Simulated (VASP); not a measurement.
# Ti5Cl in VASP: relaxation of the atoms with PBE

Aim: the relaxation of the atoms of Ti5Cl with PBE.

All numbers are computed with VASP 6.6.1; they aren't measurements. Logs are shortened: lines on timing, memory, paths and dates and some standing lists are left out, and cuts for length are marked.

## 1. The cell of the first run

The cell holds a slab with vacuum, 6 atoms: a = 2.938 Å, b = 2.938 Å, c = 24.712 Å, α = 90.00°, β = 90.00°, γ = 120.00°.

## 2. Relaxation of the atoms, PBE

INCAR reads:

```
SYSTEM = Ti5Cl
  PREC = Accurate
  ENCUT = 520
  EDIFF = 1E-6
  ISMEAR = 0
  SIGMA = 0.1
  LREAL = .FALSE.
  LASPH = .TRUE.
  NELM = 100
  ALGO = Fast
  ISIF = 2
  LWAVE = .FALSE.
  LCHARG = .FALSE.
  LDIPOL = .TRUE.
  IDIPOL = 3
  DIPOL = 0.5 0.5 0.395
  GGA = PE
  IBRION = 2
  NSW = 36
  EDIFFG = -0.025
```

KPOINTS reads:

```
Automatic mesh
0
G
  9 9 1
  0 0 0
```

POSCAR reads:

```
Ti5Cl
1.0
    2.9381632086      0.0000000000      0.0000000000
   -1.4690816043      2.5445239791      0.0000000000
    0.0000000000      0.0000000000     24.7117068140
Ti Cl
5 1
Selective dynamics
Direct
    0.6666666667      0.3333333333      0.1618666015  F F F
    0.3333333333      0.6666666667      0.2559609806  F F F
    0.6666666667      0.3333333333      0.3506708119  F F F
    0.3333333333      0.6666666667      0.4475655916  F F F
    0.6666666667      0.3333333333      0.5346335206  F F F
    1.0000000000      0.5000000000      0.6171997228  F F T
```

Potentials or basis: VASP PAW PBE potentials, release 64 (Ti_sv, Cl).

Run with:

```bash
$ cat potpaw_PBE.64/Ti_sv/POTCAR potpaw_PBE.64/Cl/POTCAR > POTCAR
$ mpirun -np 1 vasp_std > vasp.out
```

OUTCAR:

```text
SYSTEM = Ti5Cl
   PREC = Accurate
   ENCUT = 520
   EDIFF = 1E-6
   ISMEAR = 0
   LREAL = .FALSE.
   LASPH = .TRUE.
   NELM = 100
   ISIF = 2
   GGA = PE
   IBRION = 2
   NSW = 36
   EDIFFG = -0.025

 ion  position               nearest neighbor table
   1  0.667  0.333  0.162-   2 2.88   2 2.88   2 2.88
   2  0.333  0.667  0.256-   1 2.88   1 2.88   1 2.88   3 2.89   3 2.89   3 2.89
   3  0.667  0.333  0.351-   2 2.89   2 2.89   2 2.89
   4  0.333  0.667  0.448-   5 2.74   5 2.74   5 2.74
   5  0.667  0.333  0.535-   6 2.21   4 2.74   4 2.74   4 2.74
   6  0.000  0.500  0.617-   5 2.21

  LATTYP: Found a hexagonal cell.
 ALAT       =     2.9381632086
 C/A-ratio  =     8.4105970498

  Lattice vectors:

 A1 = (   2.9381632086,   0.0000000000,   0.0000000000)
 A2 = (  -1.4690816043,   2.5445239791,   0.0000000000)
 A3 = (   0.0000000000,   0.0000000000,  24.7117068140)

Analysis of symmetry for initial positions (statically):
=====================================================================
 Subroutine PRICEL returns:
 Original cell was already a primitive cell.

 Routine SETGRP: Setting up the symmetry group for a
 hexagonal supercell.

 Subroutine GETGRP returns: Found  2 space group operations
 (whereof  2 operations were pure point group operations)
 out of a pool of 24 trial point group operations.

The static configuration has the point symmetry C_1h.

Analysis of symmetry for dynamics (positions and initial velocities):
=====================================================================
 Subroutine PRICEL returns:
 Original cell was already a primitive cell.

 Routine SETGRP: Setting up the symmetry group for a
 hexagonal supercell.

 Subroutine GETGRP returns: Found  2 space group operations
 (whereof  2 operations were pure point group operations)
 out of a pool of 24 trial point group operations.

The dynamic configuration has the point symmetry C_1h.

Analysis of constrained symmetry for selective dynamics:
=====================================================================
 Subroutine PRICEL returns:
 Original cell was already a primitive cell.

 Routine SETGRP: Setting up the symmetry group for a
 hexagonal supercell.

 Subroutine GETGRP returns: Found  2 space group operations
 (whereof  2 operations were pure point group operations)
 out of a pool of 24 trial point group operations.

The constrained configuration has the point symmetry C_1h.

 Subroutine INISYM returns: Found  2 space group operations
 (whereof  2 operations are pure point group operations),
 and found     1 'primitive' translations

----------------------------------------------------------------------------------------

                                     Primitive cell

  volume of cell :     184.7503

  direct lattice vectors                    reciprocal lattice vectors
     2.938163209  0.000000000  0.000000000     0.340348690  0.196500408  0.000000000
    -1.469081604  2.544523979  0.000000000     0.000000000  0.393000816  0.000000000
     0.000000000  0.000000000 24.711706814     0.000000000  0.000000000  0.040466650

  length of vectors
     2.938163209  2.938163209 24.711706814     0.393000816  0.393000816  0.040466650

  position of ions in fractional coordinates (direct lattice)
     0.666666667  0.333333333  0.161866602
     0.333333333  0.666666667  0.255960981
     0.666666667  0.333333333  0.350670812
     0.333333333  0.666666667  0.447565592
     0.666666667  0.333333333  0.534633521
     0.000000000  0.500000000  0.617199723

  ion indices of the primitive-cell ions
   primitive index   ion index
                 1           1
                 2           2
                 3           3
                 4           4
                 5           5
                 6           6

----------------------------------------------------------------------------------------

 KPOINTS: Automatic mesh

Automatic generation of k-mesh.
 Grid dimensions read from file:
 generate k-points for:    9    9    1

 Generating k-lattice:

  Cartesian coordinates                     Fractional coordinates (reciprocal lattice)
     0.037816521  0.021833379  0.000000000     0.111111111  0.000000000  0.000000000
     0.000000000  0.043666757  0.000000000     0.000000000  0.111111111  0.000000000
     0.000000000  0.000000000  0.040466650     0.000000000  0.000000000  1.000000000

  Length of vectors
     0.043666757  0.043666757  0.040466650

  Shift w.r.t. Gamma in fractional coordinates (k-lattice)
     0.000000000  0.000000000  0.000000000

 Subroutine IBZKPT returns following result:
 ===========================================

 Found     25 irreducible k-points:

 Following reciprocal coordinates:
            Coordinates               Weight
  0.000000  0.000000  0.000000      1.000000
  0.111111 -0.000000  0.000000      2.000000
  0.000000  0.111111  0.000000      4.000000
  0.222222 -0.000000  0.000000      2.000000
  0.000000  0.222222  0.000000      4.000000
  0.333333 -0.000000  0.000000      2.000000
[... 16 lines left out ...]
 -0.222222 -0.444444  0.000000      4.000000
  0.444444  0.333333  0.000000      4.000000
   k-points           NKPTS =     25   k-points in BZ     NKDIM =     25   number of bands    NBANDS=     40
   number of dos      NEDOS =    301   number of ions     NIONS =      6
   total plane-waves  NPLWV = 110592
   dimension x,y,z NGX =    24 NGY =   24 NGZ =  192
   dimension x,y,z NGXF=    48 NGYF=   48 NGZF=  384
   ions per type =               5   1
   NGX,Y,Z   is equivalent  to a cutoff of  13.58, 13.58, 12.92 a.u.
   NGXF,Y,Z  is equivalent  to a cutoff of  27.16, 27.16, 25.83 a.u.
 SYSTEM =  Ti5Cl
   PREC   = accura    normal or accurate (medium, high low for compatibility)
   ISTART =      0    job   : 0-new  1-cont  2-samecut
   ICHARG =      2    charge: 1-file 2-atom 10-const
   ISPIN  =      1    spin polarized calculation?
   LNONCOLLINEAR =      F non collinear calculations
   LSORBIT =      F    spin-orbit coupling
   LASPH  =      T    aspherical Exc in radial PAW
   ENCUT  =  520.0 eV  38.22 Ry    6.18 a.u.   5.46  5.46 45.95*2*pi/ulx,y,z
   NELM   =    100;   NELMIN=  2; NELMDL= -5     # of ELM steps
   EDIFF  = 0.1E-05   stopping-criterion for ELM
   LREAL  =      F    real-space projection
   EDIFFG = -.3E-01   stopping-criterion for IOM
   NSW    =     36    number of steps for IOM
   IBRION =      2    ionic relax: 0-MD 1-quasi-New 2-CG
   NFREE  =      1    steps in history (QN), initial steepest desc. (CG)
   ISIF   =      2    stress and relaxation
   ISYM   =      2    0-nonsym 1-usesym 2-fastsym
   POTIM  = 0.5000    time-step for ionic-motion
   TEBEG  =    0.0;   TEEND  =   0.0 temperature during run
   PSTRESS=    0.0 pullay stress
   NELECT =      67.0000    total number of electrons
   NUPDOWN=      -1.0000    fix difference up-down
   EMIN   =  10.00;   EMAX   =-10.00  energy-range for DOS
   EFERMI =   0.00;   METHOD = LEGACY
   ISMEAR =     0;   SIGMA  =   0.10  broadening in eV -4-tet -1-fermi 0-gaus
   EFERMI_NEDOS =   21; number of points for ismear=-14 and -15
   IALGO  =     68    algorithm
   IMIX   =      4    mixing-type and parameters
     AMIX     =   0.40;   BMIX     =  1.00
     AMIX_MAG =   1.60;   BMIX_MAG =  1.00
  volume/ion in A,a.u.               =      30.79       207.79
  Fermi-wavevector in a.u.,A,eV,Ry     =   1.167449  2.206159 18.543896  1.362938
  Thomas-Fermi vector in A             =   2.303949
   LORBIT       =      0    0 simple, 1 ext, 2 COOP (PROOUT), +10 PAW based schemes
   GGA     = PE    functional components
   LHFCALC =     F    Hartree Fock is set to
   AEXX    =    0.0000 exact exchange contribution
   IVDW    =     0    specifies the selected vdW correction
   LEPSILON=     F    determine dielectric tensor
   LRPA    =     F    only Hartree local field effects (RPA)
 conjugate gradient relaxation of ions
 non-spin polarized calculation
 RMM-DIIS sequential band-by-band and
 Gauss-broadening in eV      SIGMA  =   0.10
  energy-cutoff  :      520.00
  volume of cell :      184.75
 maximum number of plane-waves:      5059
 NGX is ok and might be reduce to    24
   NGX = 11   NGY = 11   NGZ = 91

 dipolmoment           0.000000      0.000000     -0.034186 electrons x Angstroem

--------------------------------------- Ionic step        1  -------------------------------------------

 number of electron      66.9999993 magnetization

 Free energy of the ion-electron system (eV)
  ---------------------------------------------------
  ext. energy  EPLUGINS =         0.00000000
  ---------------------------------------------------
  free energy    TOTEN  =       -40.99585387 eV

  energy without entropy =      -40.95032041  energy(sigma->0) =      -40.97308714

------------------------ aborting loop because EDIFF is reached ----------------------------------------

 vacuum level on the upper side and lower side of the slab       (xc-potential included)         0.041        -0.441

  FORCE on cell =-STRESS in cart. coord.  units (eV):
  Direction    XX          YY          ZZ          XY          YZ          ZX
  --------------------------------------------------------------------------------------
  -------------------------------------------------------------------------------------
  Total        3.5237134      3.5321746     -0.0716766     -0.0073277      0.8206081      1.4213353
  in kB       30.5580719     30.6314491     -0.6215885     -0.0635465      7.1164137     12.3259927
  external PRESSURE =      20.1893108 kB  Pullay stress =       0.0000000 kB
[... 67 lines left out ...]
--------------------------------------- Ionic step        3  -------------------------------------------

 number of electron      66.9999993 magnetization

 dipolmoment           0.000000      0.000000      0.018315 electrons x Angstroem

 Free energy of the ion-electron system (eV)
  ---------------------------------------------------
  ext. energy  EPLUGINS =         0.00000000
  ---------------------------------------------------
  free energy    TOTEN  =       -40.99617295 eV

  energy without entropy =      -40.95062400  energy(sigma->0) =      -40.97339848

 E-fermi :   2.5299     XC(G=0):  -6.9578

 val. band max:        2.5253889284   @ k =   0.3333   0.1111   0.0000
 cond. band min:       2.5388404555   @ k =   0.0000   0.3333   0.0000
 fundamental gap:      0.0134515272
 Fermi energy:         2.5299358725

 k-point     1 :       0.0000    0.0000    0.0000
  band No.  band energies     occupation
      1     -54.6793      2.00000
      2     -54.4453      2.00000
      3     -54.2856      2.00000
      4     -54.2332      2.00000
      5     -54.1992      2.00000
      6     -31.1843      2.00000
[... 1021 lines left out ...]
     39       3.1171      0.00000
     40       3.5932      0.00000

 [... further k-points ...]

------------------------ aborting loop because EDIFF is reached ----------------------------------------

 vacuum level on the upper side and lower side of the slab       (xc-potential included)        -0.003        -0.476

  FORCE on cell =-STRESS in cart. coord.  units (eV):
  Direction    XX          YY          ZZ          XY          YZ          ZX
  --------------------------------------------------------------------------------------
  -------------------------------------------------------------------------------------
  Total        3.4992380      3.5187554     -0.2518255     -0.0169026      0.7941326      1.3754783
  in kB       30.3458183     30.5150757     -2.1838614     -0.1465812      6.8868147     11.9283156
  external PRESSURE =      19.5590109 kB  Pullay stress =       0.0000000 kB
[... 21 lines left out ...]
  FREE ENERGIE OF THE ION-ELECTRON SYSTEM (eV)
  ---------------------------------------------------
  free  energy   TOTEN  =       -40.9961729481 eV

  energy  without entropy=      -40.9506240045  energy(sigma->0) =      -40.97339848

 reached required accuracy - stopping structural energy minimisation

 vacuum level on the upper side and lower side of the slab         7.201         6.710
```

Wall time 35 min (1 thread of Oxide Virtual Turin-like, shared host); peak memory 0.39 GiB.

What came out:

| Quantity | Value |
| --- | --- |
| Free energy | -40.9962 eV |
| Energy gained by relaxing | 0.1 meV/atom |
| Ionic steps | 3 |
| Band gap on the k mesh | zero (an odd number of electrons rules out a gap without spin polarisation) |

Step by step:
| step | energy change (eV) | largest force on free atoms (eV/Å) | pressure (GPa) |
| --- | --- | --- | --- |
| 1 | 0.0000 | 0.0934 | 2.02 |
| 2 | -0.0003 | 0.0301 | 1.98 |
| 3 | -0.0003 | 0.0065 | 1.96 |

Final structure:
```
Ti Cl
1.0
     2.93816    0.00000    0.00000
    -1.46908    2.54452    0.00000
     0.00000    0.00000   24.71171
Ti Cl
5 1
Direct
  0.66667 0.33333 0.16187
  0.33333 0.66667 0.25596
  0.66667 0.33333 0.35067
  0.33333 0.66667 0.44757
  0.66667 0.33333 0.53463
  0.00000 0.50000 0.61746
```

Levels at points of the mesh, in eV from the Fermi level:
```tsv
k point	band 32	band 33	band 34	band 35	band 36	band 37
(0.00, 0.00, 0.00)	0.38	0.42	0.51	0.60	0.65	0.68
```

Caveat: an odd number of electrons without spin polarisation forces a metal; a magnetic or distorted state may lie lower.
